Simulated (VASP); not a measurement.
## ZnS: single point with PBEsol

The system is ZnS.

```
Zn S
1.0
     7.61090    0.00000    0.00000
    -3.80545    6.59123    0.00000
     0.00000    0.00000    6.24399
Zn S
8 8
Direct
  0.18230 0.33205 0.02364
  0.32504 0.15248 0.50066
  0.16250 0.83440 0.99350
  0.36000 0.67431 0.50441
  0.68175 0.31733 0.00186
  0.82689 0.17321 0.49705
  0.65300 0.82766 0.98991
  0.82550 0.67513 0.50464
  0.17139 0.32951 0.38791
  0.34861 0.16663 0.88388
  0.17102 0.82054 0.37066
  0.34177 0.67791 0.88016
  0.66760 0.34772 0.38534
  0.86118 0.17342 0.87969
  0.66890 0.84441 0.36300
  0.82690 0.65882 0.88564
```

```json
{"Program": "VASP 6.6.1", "Task": "single point", "Functional": "PBEsol", "Potentials or basis": "VASP PAW PBE potentials, release 64 (Zn, S)", "Cutoff": "520 eV", "k mesh": "3 × 3 × 2", "Occupations": "fermi-dirac, width 0.026 eV", "Spin": "no spin polarisation", "Dipole correction": "no", "Further INCAR settings": "LREAL = Auto; ALGO = Normal; EDIFF = 1e-06; NBANDS = 86"}
```

```
Pressure               : -1.0 GPa
Largest force          : 1.330 eV/Å
Band gap on the k mesh : 2.04 eV
```

Forces on the atoms (eV/Å):
```
Zn   0.240  0.290 -0.390
Zn   0.324 -0.069  0.166
Zn  -0.018 -0.021  0.261
Zn  -0.823 -0.471  0.190
Zn  -0.317  0.386  0.311
Zn   0.239  0.247  0.252
Zn   1.102  0.667  0.241
Zn   0.544  0.234  0.176
S   -0.242  0.272  0.141
S   -0.276  0.071 -0.309
S   -0.427  0.157  0.340
S   -0.700 -1.021 -0.486
S    0.090 -0.654 -0.410
S   -0.320 -0.500 -0.324
S    0.578  0.244  0.245
S    0.007  0.167 -0.404
```

Stress tensor (GPa, compression positive):
```
-0.09  0.57  0.32
 0.57 -1.21  0.34
 0.32  0.34 -1.66
```

Levels at points of the mesh, in eV from the valence-band top:
```csv
k point,band 69,band 70,band 71,band 72,band 73,band 74,band 75,band 76
"(0.00, 0.00, 0.00)",-0.82,-0.07,-0.04,0.00,2.04,2.93,3.39,3.49
"(0.00, 0.00, 0.50)",-0.59,-0.52,-0.41,-0.39,3.25,3.26,3.32,3.33
```

Wall time 5.2 min on 1 thread of Intel(R) Xeon(R) Platinum 8488C (Sapphire Rapids), on a shared host, peak memory 0.48 GiB.

Caveat: the k points lie up to 0.50 Å⁻¹ apart; the atoms stand as in a frame of molecular dynamics; the PAW data sets were made with another functional, which shifts forces and pressure a little.
